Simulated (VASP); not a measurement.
# YSi2 (P6/mmm) in VASP: electric field gradients with LDA

Aim: the electric field gradients of YSi2 with LDA.

Everything below comes from runs of VASP 6.6.1. Logs are shortened: lines on timing, memory, paths and dates and some standing lists are left out, and cuts for length are marked.

## 1. The cell of the first run

It takes space group P6/mmm (No. 191, hexagonal). Conventional cell: a = 4.075 Å, b = 4.075 Å, c = 3.990 Å, α = 90.00°, β = 90.00°, γ = 120.00°. Y (site symmetry 6/mmm) has 12 Si at 3.08 Å and 8 Y at 3.99 to 4.08 Å within 4.1 Å. Within 3.1 Å of Si (site symmetry -6m2) lie 3 Si at 2.35 Å and 6 Y at 3.08 Å.

## 2. Electric field gradients, LDA

File INCAR:

```
PREC = Accurate
ENCUT = 520
EDIFF = 1E-8
ISMEAR = 1
SIGMA = 0.001
LREAL = F
LASPH = T
NELM = 100
ALGO = Normal
ISIF = 2
LWAVE = F
LCHARG = F
LEFG = T
NBANDS = 16
```

File KPOINTS:

```
regular mesh
0
Gamma
  10 10 9
```

File POSCAR:

```
YSi2
1.0
    4.0754858592      0.0000000000      0.0000000000
   -2.0377429296      3.5294742868      0.0000000000
    0.0000000000      0.0000000000      3.9901327200
Y Si
1 2
Direct
    0.0000000000      0.0000000000      0.0000000000
    0.3333333333      0.6666666667      0.5000000000
    0.6666666667      0.3333333333      0.5000000000
```

Potentials or basis: VASP PAW LDA potentials, release 64 (Y_sv, Si).

Launch:

```console
$ cat potpaw_LDA.64/Y_sv/POTCAR potpaw_LDA.64/Si/POTCAR > POTCAR
$ mpirun -np 1 vasp_std > vasp.out
```

OUTCAR:

```text
PREC = Accurate
   ENCUT = 520
   EDIFF = 1E-8
   ISMEAR = 1
   LREAL = F
   LASPH = T
   NELM = 100
   ISIF = 2

 ion  position               nearest neighbor table
   1  0.000  0.000  0.000-   2 3.08   3 3.08   2 3.08   3 3.08   2 3.08   2 3.08   3 3.08   3 3.08
                             3 3.08   3 3.08   2 3.08   2 3.08
   2  0.333  0.667  0.500-   3 2.35   3 2.35   3 2.35   1 3.08   1 3.08   1 3.08   1 3.08   1 3.08
                             1 3.08
   3  0.667  0.333  0.500-   2 2.35   2 2.35   2 2.35   1 3.08   1 3.08   1 3.08   1 3.08   1 3.08
                             1 3.08

  LATTYP: Found a hexagonal cell.
 ALAT       =     4.0754858592
 C/A-ratio  =     0.9790569414

  Lattice vectors:

 A1 = (   4.0754858592,   0.0000000000,   0.0000000000)
 A2 = (  -2.0377429296,   3.5294742868,   0.0000000000)
 A3 = (   0.0000000000,   0.0000000000,   3.9901327200)

Analysis of symmetry for initial positions (statically):
=====================================================================
 Subroutine PRICEL returns:
 Original cell was already a primitive cell.

 Routine SETGRP: Setting up the symmetry group for a
 hexagonal supercell.

 Subroutine GETGRP returns: Found 24 space group operations
 (whereof 24 operations were pure point group operations)
 out of a pool of 24 trial point group operations.

The static configuration has the point symmetry D_6h.

Analysis of symmetry for dynamics (positions and initial velocities):
=====================================================================
 Subroutine PRICEL returns:
 Original cell was already a primitive cell.

 Routine SETGRP: Setting up the symmetry group for a
 hexagonal supercell.

 Subroutine GETGRP returns: Found 24 space group operations
 (whereof 24 operations were pure point group operations)
 out of a pool of 24 trial point group operations.

The dynamic configuration has the point symmetry D_6h.

 Subroutine INISYM returns: Found 24 space group operations
 (whereof 24 operations are pure point group operations),
 and found     1 'primitive' translations

----------------------------------------------------------------------------------------

                                     Primitive cell

  volume of cell :      57.3954

  direct lattice vectors                    reciprocal lattice vectors
     4.075485859  0.000000000  0.000000000     0.245369518  0.141664157  0.000000000
    -2.037742930  3.529474287  0.000000000     0.000000000  0.283328314  0.000000000
     0.000000000  0.000000000  3.990132720     0.000000000  0.000000000  0.250618230

  length of vectors
     4.075485859  4.075485859  3.990132720     0.283328314  0.283328314  0.250618230

  position of ions in fractional coordinates (direct lattice)
     0.000000000  0.000000000  0.000000000
     0.333333333  0.666666667  0.500000000
     0.666666667  0.333333333  0.500000000

  ion indices of the primitive-cell ions
   primitive index   ion index
                 1           1
                 2           2
                 3           3

----------------------------------------------------------------------------------------

 KPOINTS: regular mesh

Automatic generation of k-mesh.
 Grid dimensions read from file:
 generate k-points for:   10   10    9

 Generating k-lattice:

  Cartesian coordinates                     Fractional coordinates (reciprocal lattice)
     0.024536952  0.014166416  0.000000000     0.100000000  0.000000000  0.000000000
     0.000000000  0.028332831  0.000000000     0.000000000  0.100000000  0.000000000
     0.000000000  0.000000000  0.027846470     0.000000000  0.000000000  0.111111111

  Length of vectors
     0.028332831  0.028332831  0.027846470

  Shift w.r.t. Gamma in fractional coordinates (k-lattice)
     0.000000000  0.000000000  0.000000000

 Subroutine IBZKPT returns following result:
 ===========================================

 Found     70 irreducible k-points:

 Following reciprocal coordinates:
            Coordinates               Weight
  0.000000  0.000000  0.000000      1.000000
  0.100000  0.000000  0.000000      6.000000
  0.200000  0.000000  0.000000      6.000000
  0.300000  0.000000  0.000000      6.000000
  0.400000  0.000000  0.000000      6.000000
  0.500000  0.000000  0.000000      3.000000
[... 16 lines left out ...]
  0.300000  0.100000  0.111111     24.000000
  0.400000  0.100000  0.111111     24.000000
 [... further k-points ...]
   k-points           NKPTS =     70   k-points in BZ     NKDIM =     70   number of bands    NBANDS=     16
   number of dos      NEDOS =    301   number of ions     NIONS =      3
   total plane-waves  NPLWV =  27000
   dimension x,y,z NGX =    30 NGY =   30 NGZ =   30
   dimension x,y,z NGXF=    60 NGYF=   60 NGZF=   60
   ions per type =               1   2
   NGX,Y,Z   is equivalent  to a cutoff of  12.24, 12.24, 12.50 a.u.
   NGXF,Y,Z  is equivalent  to a cutoff of  24.48, 24.48, 25.00 a.u.
 SYSTEM =  unknown system
   PREC   = accura    normal or accurate (medium, high low for compatibility)
   ISTART =      0    job   : 0-new  1-cont  2-samecut
   ICHARG =      2    charge: 1-file 2-atom 10-const
   ISPIN  =      1    spin polarized calculation?
   LNONCOLLINEAR =      F non collinear calculations
   LSORBIT =      F    spin-orbit coupling
   LASPH  =      T    aspherical Exc in radial PAW
   ENCUT  =  520.0 eV  38.22 Ry    6.18 a.u.   7.58  7.58  7.42*2*pi/ulx,y,z
   NELM   =    100;   NELMIN=  2; NELMDL= -5     # of ELM steps
   EDIFF  = 0.1E-07   stopping-criterion for ELM
   LREAL  =      F    real-space projection
   EDIFFG = 0.1E-06   stopping-criterion for IOM
   NSW    =      0    number of steps for IOM
   IBRION =     -1    ionic relax: 0-MD 1-quasi-New 2-CG
   NFREE  =      0    steps in history (QN), initial steepest desc. (CG)
   ISIF   =      2    stress and relaxation
   ISYM   =      2    0-nonsym 1-usesym 2-fastsym
   POTIM  = 0.5000    time-step for ionic-motion
   TEBEG  =    0.0;   TEEND  =   0.0 temperature during run
   PSTRESS=    0.0 pullay stress
   NELECT =      19.0000    total number of electrons
   NUPDOWN=      -1.0000    fix difference up-down
   EMIN   =  10.00;   EMAX   =-10.00  energy-range for DOS
   EFERMI =   0.00;   METHOD = LEGACY
   ISMEAR =     1;   SIGMA  =   0.00  broadening in eV -4-tet -1-fermi 0-gaus
   EFERMI_NEDOS =   21; number of points for ismear=-14 and -15
   IALGO  =     38    algorithm
   IMIX   =      4    mixing-type and parameters
     AMIX     =   0.40;   BMIX     =  1.00
     AMIX_MAG =   1.60;   BMIX_MAG =  1.00
  volume/ion in A,a.u.               =      19.13       129.11
  Fermi-wavevector in a.u.,A,eV,Ry     =   1.132488  2.140093 17.449881  1.282530
  Thomas-Fermi vector in A             =   2.269190
   LORBIT       =      0    0 simple, 1 ext, 2 COOP (PROOUT), +10 PAW based schemes
   GGA     = CA    functional components
   LHFCALC =     F    Hartree Fock is set to
   AEXX    =    0.0000 exact exchange contribution
   IVDW    =     0    specifies the selected vdW correction
   LEPSILON=     F    determine dielectric tensor
   LRPA    =     F    only Hartree local field effects (RPA)
 non-spin polarized calculation
 Methfessel and Paxton  Order N= 1 SIGMA  =   0.00
  energy-cutoff  :      520.00
  volume of cell :       57.40
 maximum number of plane-waves:      1575
   NGX = 15   NGY = 15   NGZ = 15

 number of electron      19.0000001 magnetization

 Free energy of the ion-electron system (eV)
  ---------------------------------------------------
  ext. energy  EPLUGINS =         0.00000000
  ---------------------------------------------------
  free energy    TOTEN  =       -20.69584561 eV

  energy without entropy =      -20.69584282  energy(sigma->0) =      -20.69584468

 E-fermi :   6.9404     XC(G=0): -10.7128

 val. band max:        6.9398530199   @ k =   0.4000   0.1000   0.4444
 cond. band min:       6.9700099544   @ k =   0.3000   0.2000   0.1111
 fundamental gap:      0.0301569345
 Fermi energy:         6.9403620184

 k-point     1 :       0.0000    0.0000    0.0000
  band No.  band energies     occupation
      1     -35.5275      2.00000
      2     -15.6514      2.00000
      3     -15.6430      2.00000
      4     -15.6430      2.00000
      5      -5.0895      2.00000
      6       3.5868      2.00000
[... 8 lines left out ...]
     15      10.5488      0.00000
     16      10.5490      0.00000
[... 419 lines left out ...]
 k-point    24 :       0.4000    0.1000    0.1111
  band No.  band energies     occupation
      1     -35.5171      2.00000
      2     -15.8023      2.00000
      3     -15.6887      2.00000
      4     -15.6430      2.00000
      5      -2.8216      2.00000
      6      -1.3783      2.00000
[... 8 lines left out ...]
     15      11.1494      0.00000
     16      12.9011      0.00000

 [... further k-points ...]
[... 5 lines left out ...]
  --------------------------------------------------------------------------------------
  -------------------------------------------------------------------------------------
  Total       -1.2671667     -1.2671667     -1.9291760      0.0000000      0.0000000      0.0000000
  in kB      -35.3726485    -35.3726484    -53.8524768      0.0000000      0.0000000      0.0000000
  external PRESSURE =     -41.5325912 kB  Pullay stress =       0.0000000 kB

 VOLUME and BASIS-vectors are now :
 -----------------------------------------------------------------------------
  energy-cutoff  :      520.00
  volume of cell :       57.40
      direct lattice vectors                 reciprocal lattice vectors
     4.075485859  0.000000000  0.000000000     0.245369518  0.141664157  0.000000000
    -2.037742930  3.529474287  0.000000000     0.000000000  0.283328314  0.000000000
     0.000000000  0.000000000  3.990132720     0.000000000  0.000000000  0.250618230

 POSITION                                       TOTAL-FORCE (eV/Angst)
 -----------------------------------------------------------------------------------
      0.00000      0.00000      0.00000        -0.000000      0.000000     -0.000000
     -0.00000      2.35298      1.99507        -0.000000     -0.000000     -0.000000
      2.03774      1.17649      1.99507         0.000000      0.000000      0.000000
 -----------------------------------------------------------------------------------
    total drift:                                0.000000     -0.000000      0.000000

  FREE ENERGIE OF THE ION-ELECTRON SYSTEM (eV)
  ---------------------------------------------------
  free  energy   TOTEN  =       -20.6958456149 eV

  energy  without entropy=      -20.6958428175  energy(sigma->0) =      -20.69584468

 Electric field gradients (V/A^2)
---------------------------------------------------------------------
 ion       V_xx      V_yy      V_zz      V_xy      V_xz      V_yz
---------------------------------------------------------------------
   1      13.194    13.194   -26.388    -0.000     0.000     0.000
   2       6.208     6.208   -12.415     0.000     0.000     0.000
   3       6.208     6.208   -12.415     0.000     0.000     0.000
---------------------------------------------------------------------

 Electric field gradients after diagonalization (V/A^2)
 (convention: |V_zz| > |V_xx| > |V_yy|)
----------------------------------------------------------------------
 ion       V_xx      V_yy      V_zz     asymmetry (V_yy - V_xx)/ V_zz
----------------------------------------------------------------------
   1      13.194    13.194   -26.388       0.000
   2       6.208     6.208   -12.415       0.000
   3       6.208     6.208   -12.415       0.000
----------------------------------------------------------------------

           NMR quadrupolar parameters

 Cq : quadrupolar parameter    Cq=e*Q*V_zz/h
 eta: asymmetry parameters     (V_yy - V_xx)/ V_zz
 Q  : nuclear electric quadrupole moment in mb (millibarn)
----------------------------------------------------------------------
 ion       Cq(MHz)       eta       Q (mb)
----------------------------------------------------------------------
   1      -0.064       0.000       1.000
   2      -0.030       0.000       1.000
   3      -0.030       0.000       1.000
----------------------------------------------------------------------
```

It took 30 s on 1 thread of Intel Xeon 6975P-C (Granite Rapids), shared host; peak memory 0.2 GiB.

Results:

```
Free energy : -20.6958 eV
Pressure    : -4.2 GPa
```

Electric field gradients, principal values (V/Å²):
| atom | least | middle | greatest (by size) |
| --- | --- | --- | --- |
| 1 Y | 13.194 | 13.194 | -26.388 |
| 2 Si | 6.208 | 6.208 | -12.415 |
| 3 Si | 6.208 | 6.208 | -12.415 |

Caveat: without QUAD_EFG the Cq values of the log hold for a quadrupole moment of 1 mb, not for the nuclei.
